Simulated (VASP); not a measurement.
Set up this calculation in VASP 6.6.1, as the native input.

```yaml
Task: single point
Functional: r2SCAN
Potentials_or_basis: VASP PAW PBE potentials, release 64 (Se)
Cutoff: 520 eV
k_mesh: 9 × 9 × 9
Occupations: fermi-dirac, width 0.1 eV
Spin: no spin polarisation
Dipole_correction: no
Further_INCAR_settings: ALGO = Normal; EDIFF = 1e-06; NBANDS = 13
```

Crystal: Se.

```xyz
2
Lattice="0.0000 3.0797 3.0797 3.0797 0.0000 3.0797 3.0797 3.0797 0.0000" Properties=species:S:1:pos:R:3 pbc="T T T"
Se    0.0000    0.0000    0.0000
Se    1.5398    1.5398    1.5398
```

This isn't the form of Se at room conditions, which is trigonal, of chains.

The input as run:

POSCAR

```
Se
1.0
    0.0000000000      3.0796671366      3.0796671366
    3.0796671366      0.0000000000      3.0796671366
    3.0796671366      3.0796671366      0.0000000000
Se
2
Direct
    0.0000000000      0.0000000000      0.0000000000
    0.2500000000      0.2500000000      0.2500000000
```

INCAR.step1

```
PREC = Accurate
ENCUT = 520
ISMEAR = -1
SIGMA = 0.1
LREAL = False
LASPH = True
NELM = 100
NBANDS = 13
GGA = PE
ALGO = Normal
EDIFF = 1E-4
LWAVE = True
LCHARG = False
```

INCAR.step2

```
PREC = Accurate
ENCUT = 520
EDIFF = 1E-6
ISMEAR = -1
SIGMA = 0.1
LREAL = False
LASPH = True
NELM = 100
ALGO = Normal
ISIF = 2
LWAVE = False
LCHARG = False
METAGGA = R2SCAN
LMIXTAU = True
NBANDS = 13
ISTART = 1
```

KPOINTS

```
Automatic mesh
0
Gamma
  9 9 9
```

Potentials or basis: VASP PAW PBE potentials, release 64 (Se).

Launch:

```bash
$ cat potpaw_PBE.64/Se/POTCAR > POTCAR
$ cp INCAR.step1 INCAR
$ mpirun -np 1 vasp_std > vasp.out
$ cp INCAR.step2 INCAR
$ mpirun -np 1 vasp_std > vasp.out
```

Results of the run:

* Pressure: 3.0 GPa
* Band gap on the k mesh: zero (bands 6 and 7 overlap by 1.20 eV)

Caveat: the PAW data sets were made with another functional, which shifts forces and pressure a little.

It took 100 s on 1 thread of Intel Xeon 8259CL (shared host), peak memory 0.19 GiB.
